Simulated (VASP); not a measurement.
# Sb in VASP: settings compared, part 2 of 2

VASP 6.6.1.

**3. Single point, PBEsol**

This run uses another cell than the first one.

INCAR reads:

```
SYSTEM = Sb
  PREC = Accurate
  ENCUT = 400
  EDIFF = 1E-6
  ISMEAR = -1
  SIGMA = 0.02
  LREAL = .FALSE.
  LASPH = .TRUE.
  NELM = 120
  ALGO = Normal
  ISIF = 2
  LWAVE = .FALSE.
  LCHARG = .TRUE.
  LDIPOL = .TRUE.
  IDIPOL = 3
  DIPOL = 0.5 0.5 0.327
  GGA = PS
  LELF = .TRUE.
  LVHAR = .TRUE.
  LVACPOTAV = .TRUE.
  NBANDS = 38
  GGA_COMPAT = .FALSE.
  NELMDL = -8
```

KPOINTS reads:

```
regular mesh
0
G
  6 6 1
  0 0 0
```

POSCAR reads:

```
Sb
1.0
    4.7128488999      0.0000000000      0.0000000000
    0.0000000000      4.3142726534      0.0000000000
    0.0000000000      0.0000000000     29.0216962420
Sb
4
Direct
    0.0432668822      0.0000000000      0.3754689406
    0.4567331178      0.5000000000      0.3754689406
    0.5432668822      0.5000000000      0.2792136748
    0.9567331178      0.0000000000      0.2792136748
```

Potentials or basis: VASP PAW PBE potentials, release 64 (Sb_d_GW).

Run with:

```console
cat potpaw_PBE.64/Sb_d_GW/POTCAR > POTCAR
mpirun -np 1 vasp_std > vasp.out
```

Run time: 4.8 min. Hardware: 1 thread of Intel Xeon 6975P-C (Granite Rapids), shared host; peak memory 0.54 GiB.

It converged, with:

```
Free energy   : -17.6861 eV
Largest force : 0.005 eV/Å
```

Forces on the atoms (eV/Å):
```
Sb   0.001  0.000  0.005
Sb  -0.001  0.000  0.005
Sb   0.001  0.000 -0.005
Sb  -0.001  0.000 -0.005
```

Levels at points of the mesh, in eV from the Fermi level:
```tsv
k point	band 26	band 27	band 28	band 29	band 30	band 31	band 32	band 33	band 34	band 35
(0.00, 0.00, 0.00)	-3.54	-3.15	-1.95	-1.69	-0.24	0.16	1.68	2.27	2.84	3.46
(0.50, 0.00, 0.00)	-2.67	-1.72	-1.72	-0.77	-0.77	0.99	0.99	1.19	1.19	1.99
(0.00, 0.50, 0.00)	-2.75	-1.77	-1.77	-1.64	-1.64	0.72	0.72	0.83	0.83	1.96
(0.50, 0.50, 0.00)	-4.92	-3.76	-3.76	-1.96	-1.96	2.11	2.11	3.84	3.84	4.64
```

Caveat: the PAW data sets were made with another functional, which shifts forces and pressure a little; spin-orbit coupling is left out, which moves the levels of the heavy elements.

**4. Single point, LDA**

This run uses another cell than the first one.

INCAR reads:

```
SYSTEM = Sb
ALGO = Normal ; DIPOL = 0.5 0.5 0.327
EDIFF = 1E-6 ; ENCUT = 400
GGA = CA ; GGA_COMPAT = .False.
IDIPOL = 3 ; ISIF = 2
ISMEAR = 0 ; LASPH = .True.
LCHARG = .False. ; LDIPOL = .True.
LREAL = .False. ; LWAVE = .False.
NBANDS = 38 ; NELM = 120
NELMDL = -8 ; PREC = Accurate
SIGMA = 0.01
```

KPOINTS reads:

```
k-points
0
Gamma
  6 6 1
  0 0 0
```

POSCAR reads:

```
Sb
1.0
    5.1294278169      0.0000000000      0.0000000000
    0.0000000000      4.2400752000      0.0000000000
    0.0000000000      0.0000000000     29.0216962420
Sb
4
Direct
    0.0594220751      0.0000000000      0.3752152672
    0.4405779249      0.5000000000      0.3752152672
    0.5594220751      0.5000000000      0.2794673482
    0.9405779249      0.0000000000      0.2794673482
```

Potentials or basis: VASP PAW LDA potentials, release 64 (Sb_d_GW).

Run with:

```console
cat potpaw_LDA.64/Sb_d_GW/POTCAR > POTCAR
mpirun -np 1 vasp_std > vasp.out
```

OUTCAR:

```text
SYSTEM = Sb
   EDIFF = 1E-6
   ENCUT = 400
   GGA = CA
   ISIF = 2
   ISMEAR = 0
   LASPH = .True.
   LREAL = .False.
   NELM = 120
   NELMDL = -8
   PREC = Accurate

 ion  position               nearest neighbor table
   1  0.059  0.000  0.375-   4 2.84   2 2.88   2 2.88
   2  0.441  0.500  0.375-   3 2.84   1 2.88   1 2.88
   3  0.559  0.500  0.279-   2 2.84   4 2.88   4 2.88
   4  0.941  0.000  0.279-   1 2.84   3 2.88   3 2.88

  LATTYP: Found a simple orthorhombic cell.
 ALAT       =     4.2400752000
[... 854 lines left out ...]
  --------------------------------------------------------------------------------------
  -------------------------------------------------------------------------------------
  Total       -2.5142627     -2.0209238     -1.1055353     -0.0000000      0.0000000      0.0000000
  in kB       -6.3819878     -5.1297388     -2.8061954     -0.0000000      0.0000000      0.0000000
  external PRESSURE =      -4.7726407 kB  Pullay stress =       0.0000000 kB

 VOLUME and BASIS-vectors are now :
 -----------------------------------------------------------------------------
  energy-cutoff  :      400.00
  volume of cell :      631.20
      direct lattice vectors                 reciprocal lattice vectors
     5.129427817  0.000000000  0.000000000     0.194953518  0.000000000  0.000000000
     0.000000000  4.240075200  0.000000000     0.000000000  0.235844874  0.000000000
     0.000000000  0.000000000 29.021696242     0.000000000  0.000000000  0.034456980

 POSITION                                       TOTAL-FORCE (eV/Angst)
 -----------------------------------------------------------------------------------
      0.30480      0.00000     10.88938        -0.027516      0.000000     -0.153325
      2.25991      2.12004     10.88938         0.027516     -0.000000     -0.153325
      2.86952      2.12004      8.11062        -0.027516     -0.000000      0.153325
      4.82463      0.00000      8.11062         0.027516     -0.000000      0.153325
 -----------------------------------------------------------------------------------
    total drift:                                0.000000     -0.000000     -0.000794

  FREE ENERGIE OF THE ION-ELECTRON SYSTEM (eV)
  ---------------------------------------------------
  free  energy   TOTEN  =       -18.3651594160 eV

  energy  without entropy=      -18.3651594160  energy(sigma->0) =      -18.36515942

 vacuum level on the upper side and lower side of the slab         1.764         1.764
```

OSZICAR:

```text
N       E                     dE             d eps       ncg     rms          rms(c)
DAV:   1     0.745268231537E+03    0.74527E+03   -0.20712E+04  1726   0.932E+03
DAV:   2     0.318539546644E+03   -0.42673E+03   -0.41170E+03  1788   0.226E+03
DAV:   3     0.887266736981E+02   -0.22981E+03   -0.22756E+03  2026   0.465E+02
[... 16 lines left out ...]
DAV:  20    -0.183651278634E+02   -0.23890E-04   -0.12037E-06  1156   0.357E-02    0.641E-04
DAV:  21    -0.183651485956E+02   -0.20732E-04   -0.12373E-06  1042   0.178E-02    0.368E-04
DAV:  22    -0.183651528454E+02   -0.42497E-05   -0.36852E-07  1104   0.242E-02    0.362E-04
DAV:  23    -0.183651586279E+02   -0.57825E-05   -0.40067E-07  1032   0.234E-02    0.345E-04
DAV:  24    -0.183651594160E+02   -0.78807E-06   -0.18325E-07  1032   0.148E-02
   1 F= -.18365159E+02 E0= -.18365159E+02  d E =-.792149E-68
```

stdout:

```text
POSCAR found type information on POSCAR Sb
 POSCAR found :  1 types and       4 ions
 scaLAPACK will be used
 LDA part: xc-table for (Slater(with rela. corr.)+CA(PZ))
 , standard interpolation
 POSCAR, INCAR and KPOINTS ok, starting setup
 FFT: planning ... GRIDC
 FFT: planning ... GRID_SOFT
 FFT: planning ... GRID
 WAVECAR not read
 entering main loop
```

Run time: 4.5 min. Hardware: 1 thread of Intel Xeon 6975P-C (Granite Rapids), shared host; peak memory 0.47 GiB.

Results:

```
Free energy   : -18.3652 eV
Largest force : 0.156 eV/Å
```

Forces in eV/Å, atoms in the order of the input:
```
Sb  -0.028  0.000 -0.153
Sb   0.028  0.000 -0.153
Sb  -0.028  0.000  0.153
Sb   0.028  0.000  0.153
```

Caveat: spin-orbit coupling is left out, which moves the levels of the heavy elements.

**5. Overview**

```tsv
level	potentials or basis	cell	k mesh	smearing	largest force (eV/Å)
PBE	VASP PAW PBE potentials, release 64 (Sb_d_GW)	a = 4.782, b = 4.396, c = 29.022 Å, 4 atoms, atomic positions A	4 × 6 × 1	fermi-dirac 0.02 eV	-
PBEsol	VASP PAW PBE potentials, release 64 (Sb_d_GW)	a = 4.713, b = 4.314, c = 29.022 Å, 4 atoms, atomic positions B	6 × 6 × 1	fermi-dirac 0.02 eV	0.01
LDA	VASP PAW LDA potentials, release 64 (Sb_d_GW)	a = 5.129, b = 4.240, c = 29.022 Å, 4 atoms, atomic positions C	6 × 6 × 1	gaussian 0.01 eV	0.16
```

Alike in all rows: task single point; no spin polarisation; cutoff (eV) 400.

Caveats: spin-orbit coupling is left out, which moves the levels of the heavy elements; the PAW data sets were made with another functional, which shifts forces and pressure a little (at least some runs).

Total energies depend on the potentials used, so only differences within one code and one set of settings carry meaning.
